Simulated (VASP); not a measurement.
Input of a VASP 6.6.1 run:

The input INCAR:

```
SYSTEM = SiGe4W
ALGO = Normal
EDIFF = 1E-6
EDIFFG = -0.04
ENCUT = 600
GGA = PE
IBRION = 2
ISIF = 3
ISMEAR = 0
LASPH = .TRUE.
LCHARG = .FALSE.
LREAL = .FALSE.
LWAVE = .FALSE.
NELM = 60
NSW = 90
PREC = Accurate
SIGMA = 0.1
```

Contents of KPOINTS:

```
k-points
0
G
  6 6 2
  0 0 0
```

POSCAR

```
SiGe4W
1.0
    2.9710345900      0.0000000000      0.0000000000
    0.0000000000      2.9710345900      0.0000000000
    0.0000000000      0.0000000000     11.1957834300
Si Ge W
1 4 1
Direct
    0.0000000000      0.0000000000      0.5000000000
    0.5000000000      0.5000000000      0.3645260000
    0.5000000000      0.5000000000      0.8643389900
    0.5000000000      0.5000000000      0.1356610100
    0.5000000000      0.5000000000      0.6354740000
    0.0000000000      0.0000000000      0.0000000000
```

Potentials or basis: VASP PAW PBE potentials, release 64 (Si, Ge_d, W_sv).

Launch:

```bash
$ cat potpaw_PBE.64/Si/POTCAR potpaw_PBE.64/Ge_d/POTCAR potpaw_PBE.64/W_sv/POTCAR > POTCAR
$ mpirun -np 1 vasp_std > vasp.out
```

(1) What does it give for the relaxed cell?

(2) What does it give for the space group after relaxing (to 0.05 Å)?

(3) Predict the band gap on the k mesh.

(4) What does it give for the relaxed volume?

Results:

(1) a = 3.161 Å, b = 3.161 Å, c = 11.221 Å, α = 90.00°, β = 90.00°, γ = 90.00°.

(2) P4/mmm (No. 123).

(3) zero (band 37 reaches 8.68 eV, above the bottom of band 38 at 5.15 eV).

(4) 18.68 Å³/atom.

Caveat: spin-orbit coupling is left out, which moves the levels of the heavy elements.
